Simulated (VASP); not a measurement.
A run of VASP 6.6.1:

POSCAR

```
Ga
1.0
    2.8149844631      0.0000000000      0.0000000000
    0.0000000000      3.3247928052      0.0000000000
   -1.3611098509      0.0000000000      4.0427827924
Ga
2
Direct
    0.1345962700      0.7500000000      0.7701668300
    0.8654037300      0.2500000000      0.2298331700
```

The input INCAR.step1:

```
SYSTEM = Ga
ALGO = Normal
EDIFF = 1E-4
ENCUT = 520
GGA = PE
ISMEAR = -1
LASPH = .TRUE.
LCHARG = .FALSE.
LREAL = .FALSE.
LWAVE = .TRUE.
NBANDS = 20
NELM = 80
PREC = Accurate
SIGMA = 0.05
```

The input INCAR.step2:

```
SYSTEM = Ga
ALGO = Normal
EDIFF = 1E-6
ENCUT = 520
ISIF = 2
ISMEAR = -1
ISTART = 1
LASPH = .TRUE.
LCHARG = .FALSE.
LMIXTAU = .TRUE.
LREAL = .FALSE.
LWAVE = .FALSE.
METAGGA = R2SCAN
NBANDS = 20
NELM = 80
PREC = Accurate
SIGMA = 0.05
```

File KPOINTS:

```
k-points
0
G
  10 8 7
  0 0 0
```

Potentials or basis: VASP PAW PBE potentials, release 64 (Ga_d).

Run with:

```sh
$ cat potpaw_PBE.64/Ga_d/POTCAR > POTCAR
$ cp INCAR.step1 INCAR
$ mpirun -np 1 vasp_std > vasp.out
$ cp INCAR.step2 INCAR
$ mpirun -np 1 vasp_std > vasp.out
```

Hardware: 1 thread of Intel(R) Xeon(R) Platinum 8488C (Sapphire Rapids), with other jobs on the host.

Q: Estimate the wall time of this run.

A: It took 3.4 min on 1 thread of Intel(R) Xeon(R) Platinum 8488C (Sapphire Rapids) (shared host), peak memory 0.24 GiB. Counts: k points 180.
